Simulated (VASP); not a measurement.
# TeMo2 (Fd-3m) in VASP: single point with PBE

Aim: the single point of TeMo2 with PBE.

Program: VASP 6.6.1. These are calculated values, not measurements. Logs are shortened: lines on timing, memory, paths and dates and some standing lists are left out, and cuts for length are marked.

## (1) The cell of the first run

The structure is cubic, space group Fd-3m (No. 227). The conventional cell has a = 7.653 Å, b = 7.653 Å, c = 7.653 Å, α = 90.00°, β = 90.00°, γ = 90.00°. Te (site symmetry -43m) has 12 Mo at 3.17 Å and 4 Te at 3.31 Å within 4.2 Å. Mo (site symmetry -3m) has 6 Mo at 2.71 Å and 6 Te at 3.17 Å within 3.6 Å.

## (2) Single point, PBE

INCAR reads:

```
SYSTEM = TeMo2
PREC = Accurate ; ENCUT = 500
EDIFF = 1E-6 ; ISMEAR = 0
SIGMA = 0.2 ; LREAL = .False.
LASPH = .True. ; NELM = 120
ALGO = Normal ; ISIF = 2
LWAVE = .False. ; LCHARG = .False.
GGA = PE ; NBANDS = 43
GGA_COMPAT = .False.
```

KPOINTS reads:

```
regular mesh
0
Gamma
  3 3 3
  0 0 0
```

POSCAR reads:

```
TeMo2
1.0
    0.0000000000      3.8263494691      3.8263494691
    3.8263494691      0.0000000000      3.8263494691
    3.8263494691      3.8263494691      0.0000000000
Te Mo
2 4
Direct
    0.7500000000      0.7500000000      0.7500000000
    0.5000000000      0.5000000000      0.5000000000
    0.1250000000      0.1250000000      0.1250000000
    0.1250000000      0.1250000000      0.6250000000
    0.1250000000      0.6250000000      0.1250000000
    0.6250000000      0.1250000000      0.1250000000
```

Potentials or basis: VASP PAW PBE potentials, release 64 (Te, Mo_sv).

The run is started by

```bash
> cat potpaw_PBE.64/Te/POTCAR potpaw_PBE.64/Mo_sv/POTCAR > POTCAR
> mpirun -np 1 vasp_std > vasp.out
```

OUTCAR:

```text
SYSTEM = TeMo2
   PREC = Accurate
   ENCUT = 500
   EDIFF = 1E-6
   ISMEAR = 0
   LREAL = .False.
   LASPH = .True.
   NELM = 120
   ISIF = 2
   GGA = PE

 ion  position               nearest neighbor table
   1  0.750  0.750  0.750-   4 3.17   5 3.17   6 3.17   3 3.17   3 3.17   3 3.17   5 3.17   4 3.17
                             6 3.17   6 3.17   4 3.17   5 3.17   2 3.31   2 3.31   2 3.31   2 3.31
   2  0.500  0.500  0.500-   3 3.17   3 3.17   3 3.17   4 3.17   5 3.17   6 3.17   5 3.17   5 3.17
                             6 3.17   4 3.17   4 3.17   6 3.17   1 3.31   1 3.31   1 3.31   1 3.31
   3  0.125  0.125  0.125-   4 2.71   5 2.71   6 2.71   4 2.71   5 2.71   6 2.71   2 3.17   1 3.17
                             2 3.17   1 3.17   2 3.17   1 3.17
   4  0.125  0.125  0.625-   3 2.71   3 2.71   5 2.71   6 2.71   5 2.71   6 2.71   1 3.17   2 3.17
                             2 3.17   1 3.17   2 3.17   1 3.17
   5  0.125  0.625  0.125-   3 2.71   4 2.71   3 2.71   4 2.71   6 2.71   6 2.71   1 3.17   2 3.17
                             2 3.17   1 3.17   2 3.17   1 3.17
   6  0.625  0.125  0.125-   3 2.71   4 2.71   5 2.71   3 2.71   4 2.71   5 2.71   1 3.17   2 3.17
                             1 3.17   2 3.17   1 3.17   2 3.17

  LATTYP: Found a face centered cubic cell.
 ALAT       =     7.6526989382

  Lattice vectors:

 A1 = (   0.0000000000,   3.8263494691,   3.8263494691)
 A2 = (   3.8263494691,   0.0000000000,   3.8263494691)
 A3 = (   3.8263494691,   3.8263494691,   0.0000000000)

Analysis of symmetry for initial positions (statically):
=====================================================================
 Subroutine PRICEL returns:
 Original cell was already a primitive cell.

 Routine SETGRP: Setting up the symmetry group for a
 face centered cubic supercell.

 Subroutine GETGRP returns: Found 48 space group operations
 (whereof 24 operations were pure point group operations)
 out of a pool of 48 trial point group operations.

The static configuration has the point symmetry T_d .
 The point group associated with its full space group is O_h .

Analysis of symmetry for dynamics (positions and initial velocities):
=====================================================================
 Subroutine PRICEL returns:
 Original cell was already a primitive cell.

 Routine SETGRP: Setting up the symmetry group for a
 face centered cubic supercell.

 Subroutine GETGRP returns: Found 48 space group operations
 (whereof 24 operations were pure point group operations)
 out of a pool of 48 trial point group operations.

The dynamic configuration has the point symmetry T_d .
 The point group associated with its full space group is O_h .

 Subroutine INISYM returns: Found 48 space group operations
 (whereof 24 operations are pure point group operations),
 and found     1 'primitive' translations

----------------------------------------------------------------------------------------

                                     Primitive cell

  volume of cell :     112.0428

  direct lattice vectors                    reciprocal lattice vectors
     0.000000000  3.826349469  3.826349469    -0.130672853  0.130672853  0.130672853
     3.826349469  0.000000000  3.826349469     0.130672853 -0.130672853  0.130672853
     3.826349469  3.826349469  0.000000000     0.130672853  0.130672853 -0.130672853

  length of vectors
     5.411275314  5.411275314  5.411275314     0.226332020  0.226332020  0.226332020

  position of ions in fractional coordinates (direct lattice)
     0.750000000  0.750000000  0.750000000
     0.500000000  0.500000000  0.500000000
     0.125000000  0.125000000  0.125000000
     0.125000000  0.125000000  0.625000000
     0.125000000  0.625000000  0.125000000
     0.625000000  0.125000000  0.125000000

  ion indices of the primitive-cell ions
   primitive index   ion index
                 1           1
                 2           2
                 3           3
                 4           4
                 5           5
                 6           6

----------------------------------------------------------------------------------------

 KPOINTS: regular mesh

Automatic generation of k-mesh.
 Grid dimensions read from file:
 generate k-points for:    3    3    3

 Generating k-lattice:

  Cartesian coordinates                     Fractional coordinates (reciprocal lattice)
    -0.043557618  0.043557618  0.043557618     0.333333333  0.000000000  0.000000000
     0.043557618 -0.043557618  0.043557618     0.000000000  0.333333333  0.000000000
     0.043557618  0.043557618 -0.043557618     0.000000000  0.000000000  0.333333333

  Length of vectors
     0.075444007  0.075444007  0.075444007

  Shift w.r.t. Gamma in fractional coordinates (k-lattice)
     0.000000000  0.000000000  0.000000000

 Subroutine IBZKPT returns following result:
 ===========================================

 Found      4 irreducible k-points:

 Following reciprocal coordinates:
            Coordinates               Weight
  0.000000  0.000000  0.000000      1.000000
  0.333333  0.000000  0.000000      8.000000
  0.333333  0.333333  0.000000      6.000000
 -0.333333  0.333333  0.000000     12.000000
   k-points           NKPTS =      4   k-points in BZ     NKDIM =      4   number of bands    NBANDS=     43
   number of dos      NEDOS =    301   number of ions     NIONS =      6
   total plane-waves  NPLWV =  64000
   dimension x,y,z NGX =    40 NGY =   40 NGZ =   40
   dimension x,y,z NGXF=    80 NGYF=   80 NGZF=   80
   ions per type =               2   4
   NGX,Y,Z   is equivalent  to a cutoff of  12.29, 12.29, 12.29 a.u.
   NGXF,Y,Z  is equivalent  to a cutoff of  24.58, 24.58, 24.58 a.u.
 SYSTEM =  TeMo2
   PREC   = accura    normal or accurate (medium, high low for compatibility)
   ISTART =      0    job   : 0-new  1-cont  2-samecut
   ICHARG =      2    charge: 1-file 2-atom 10-const
   ISPIN  =      1    spin polarized calculation?
   LNONCOLLINEAR =      F non collinear calculations
   LSORBIT =      F    spin-orbit coupling
   LASPH  =      T    aspherical Exc in radial PAW
   ENCUT  =  500.0 eV  36.75 Ry    6.06 a.u.   9.87  9.87  9.87*2*pi/ulx,y,z
   NELM   =    120;   NELMIN=  2; NELMDL= -5     # of ELM steps
   EDIFF  = 0.1E-05   stopping-criterion for ELM
   LREAL  =      F    real-space projection
   EDIFFG = 0.1E-04   stopping-criterion for IOM
   NSW    =      0    number of steps for IOM
   IBRION =     -1    ionic relax: 0-MD 1-quasi-New 2-CG
   NFREE  =      0    steps in history (QN), initial steepest desc. (CG)
   ISIF   =      2    stress and relaxation
   ISYM   =      2    0-nonsym 1-usesym 2-fastsym
   POTIM  = 0.5000    time-step for ionic-motion
   TEBEG  =    0.0;   TEEND  =   0.0 temperature during run
   PSTRESS=    0.0 pullay stress
   NELECT =      68.0000    total number of electrons
   NUPDOWN=      -1.0000    fix difference up-down
   EMIN   =  10.00;   EMAX   =-10.00  energy-range for DOS
   EFERMI =   0.00;   METHOD = LEGACY
   ISMEAR =     0;   SIGMA  =   0.20  broadening in eV -4-tet -1-fermi 0-gaus
   EFERMI_NEDOS =   21; number of points for ismear=-14 and -15
   IALGO  =     38    algorithm
   IMIX   =      4    mixing-type and parameters
     AMIX     =   0.40;   BMIX     =  1.00
     AMIX_MAG =   1.60;   BMIX_MAG =  1.00
  volume/ion in A,a.u.               =      18.67       126.02
  Fermi-wavevector in a.u.,A,eV,Ry     =   1.386064  2.619280 26.139138  1.921172
  Thomas-Fermi vector in A             =   2.510415
   LORBIT       =      0    0 simple, 1 ext, 2 COOP (PROOUT), +10 PAW based schemes
   GGA     = PE    functional components
   LHFCALC =     F    Hartree Fock is set to
   AEXX    =    0.0000 exact exchange contribution
   IVDW    =     0    specifies the selected vdW correction
   LEPSILON=     F    determine dielectric tensor
   LRPA    =     F    only Hartree local field effects (RPA)
 non-spin polarized calculation
 Gauss-broadening in eV      SIGMA  =   0.20
  energy-cutoff  :      500.00
  volume of cell :      112.04
 maximum number of plane-waves:      2858
   NGX = 19   NGY = 19   NGZ = 19

 number of electron      67.9999992 magnetization

 Free energy of the ion-electron system (eV)
  ---------------------------------------------------
  ext. energy  EPLUGINS =         0.00000000
  ---------------------------------------------------
  free energy    TOTEN  =       -45.90481404 eV

  energy without entropy =      -45.75281925  energy(sigma->0) =      -45.82881665

 E-fermi :  11.8186     XC(G=0): -12.2274

 val. band max:       11.6965497802   @ k =   0.3333   0.3333   0.0000
 cond. band min:      11.8191857473   @ k =   0.0000   0.0000   0.0000
 fundamental gap:      0.1226359671
 Fermi energy:        11.8185651976

 k-point     1 :       0.0000    0.0000    0.0000
  band No.  band energies     occupation
      1     -49.2966      2.00000
      2     -49.0461      2.00000
      3     -49.0461      2.00000
      4     -49.0461      2.00000
      5     -24.2759      2.00000
      6     -23.6796      2.00000
[... 35 lines left out ...]
     42      13.5855      0.00000
     43      14.1687      0.00000

 k-point     2 :       0.3333    0.0000    0.0000
  band No.  band energies     occupation
      1     -49.2550      2.00000
      2     -49.0896      2.00000
      3     -49.0463      2.00000
      4     -49.0463      2.00000
      5     -24.0773      2.00000
      6     -23.6050      2.00000
[... 35 lines left out ...]
     42      13.6394      0.00000
     43      14.3733      0.00000

 k-point     3 :       0.3333    0.3333    0.0000
  band No.  band energies     occupation
      1     -49.2351      2.00000
      2     -49.1099      2.00000
      3     -49.0465      2.00000
      4     -49.0465      2.00000
      5     -23.9598      2.00000
      6     -23.6873      2.00000
[... 35 lines left out ...]
     42      14.0301      0.00000
     43      14.0301      0.00000

 k-point     4 :      -0.3333    0.3333    0.0000
  band No.  band energies     occupation
      1     -49.2041      2.00000
      2     -49.1416      2.00000
      3     -49.0466      2.00000
      4     -49.0465      2.00000
      5     -23.8471      2.00000
      6     -23.5595      2.00000
[... 35 lines left out ...]
     42      13.9800      0.00000
     43      14.1159      0.00000

------------------------ aborting loop because EDIFF is reached ----------------------------------------

  FORCE on cell =-STRESS in cart. coord.  units (eV):
  Direction    XX          YY          ZZ          XY          YZ          ZX
  --------------------------------------------------------------------------------------
  -------------------------------------------------------------------------------------
  Total       -0.1353086     -0.1353086     -0.1353086      0.0000000      0.0000000      0.0000000
  in kB       -1.9348720     -1.9348720     -1.9348720      0.0000000      0.0000000      0.0000000
  external PRESSURE =      -1.9348720 kB  Pullay stress =       0.0000000 kB

 VOLUME and BASIS-vectors are now :
 -----------------------------------------------------------------------------
  energy-cutoff  :      500.00
  volume of cell :      112.04
      direct lattice vectors                 reciprocal lattice vectors
     0.000000000  3.826349469  3.826349469    -0.130672853  0.130672853  0.130672853
     3.826349469  0.000000000  3.826349469     0.130672853 -0.130672853  0.130672853
     3.826349469  3.826349469  0.000000000     0.130672853  0.130672853 -0.130672853

 POSITION                                       TOTAL-FORCE (eV/Angst)
 -----------------------------------------------------------------------------------
      5.73952      5.73952      5.73952        -0.000000      0.000000     -0.000000
      3.82635      3.82635      3.82635         0.000000     -0.000000      0.000000
      0.95659      0.95659      0.95659         0.000000     -0.000000     -0.000000
      2.86976      2.86976      0.95659         0.000000     -0.000000     -0.000000
      2.86976      0.95659      2.86976         0.000000     -0.000000     -0.000000
      0.95659      2.86976      2.86976         0.000000     -0.000000     -0.000000
 -----------------------------------------------------------------------------------
    total drift:                                0.000000     -0.000000      0.000000

  FREE ENERGIE OF THE ION-ELECTRON SYSTEM (eV)
  ---------------------------------------------------
  free  energy   TOTEN  =       -45.9048140416 eV

  energy  without entropy=      -45.7528192486  energy(sigma->0) =      -45.82881665
```

Run time: 27 s. Hardware: 1 thread of Intel Xeon Platinum 8559C (Emerald Rapids), shared host; peak memory 0.23 GiB.

What came out:

```
Free energy            : -45.9048 eV
Pressure               : -0.2 GPa
Band gap on the k mesh : zero (band 34 reaches 12.96 eV, above the bottom of band 35 at 11.70 eV)
```

Caveat: the k points lie up to 0.47 Å⁻¹ apart; spin-orbit coupling is left out, which moves the levels of the heavy elements.
